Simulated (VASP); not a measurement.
Set up this calculation in VASP 6.6.1, as the native input.

```yaml
Task: single point
Functional: LDA
Potentials_or_basis: VASP PAW LDA potentials, release 64 (Fe)
Cutoff: 520 eV
k_mesh: 13 × 13 × 13
Occupations: fermi-dirac, width 0.05 eV
Spin: collinear spin, ferromagnetic start
Starting_moments: "[3.0] μB"
Dipole_correction: no
Further_INCAR_settings: ALGO = Normal; EDIFF = 1e-07; NBANDS = 14
```

The structure of Fe lies in POSCAR:

```
Fe
1.0
   -1.4713013028      1.4713013028      1.4713013028
    1.4713013028     -1.4713013028      1.4713013028
    1.4713013028      1.4713013028     -1.4713013028
Fe
1
Direct
    0.0000000000      0.0000000000      0.0000000000
```

This cell differs from its parent crystal: volume scaled by 1.06.

One way to write it, as run:

INCAR

```
PREC     = Accurate       # precision mode
ENCUT    = 520            # plane-wave cutoff, eV
EDIFF    = 1E-7           # SCF threshold, eV
ISMEAR   = -1             # smearing method
SIGMA    = 0.05           # smearing width, eV
LREAL    = F              # projectors in reciprocal space
LASPH    = T              # aspherical terms in the spheres
NELM     = 150            # most SCF steps
ALGO     = Normal         # electronic algorithm
ISIF     = 2              # what is computed and relaxed
LWAVE    = F              # write WAVECAR
LCHARG   = F              # write CHGCAR
ISPIN    = 2              # spin polarisation
MAGMOM   = 3              # initial moments
LORBIT   = 11             # projections on sites
LMAXMIX  = 4              # l up to which the mixer works
GGA      = CA             # functional
NBANDS   = 14             # bands
```

KPOINTS

```
Automatic mesh
0
Gamma
  13 13 13
```

Potentials or basis: VASP PAW LDA potentials, release 64 (Fe).

Run with:

```console
$ cat potpaw_LDA.64/Fe/POTCAR > POTCAR
$ mpirun -np 1 vasp_std > vasp.out
```

Results of the run:

```json
{
  "Pressure": "-30.6 GPa",
  "Net moment": "2.35 μB per cell",
  "Site moments": "Fe +2.33 μB",
  "Valence electrons inside the program's atomic spheres": "Fe 7.07"
}
```

Wall time 20 s on 1 thread of Intel Xeon 6975P-C, with other jobs on the host, peak memory 0.14 GiB.
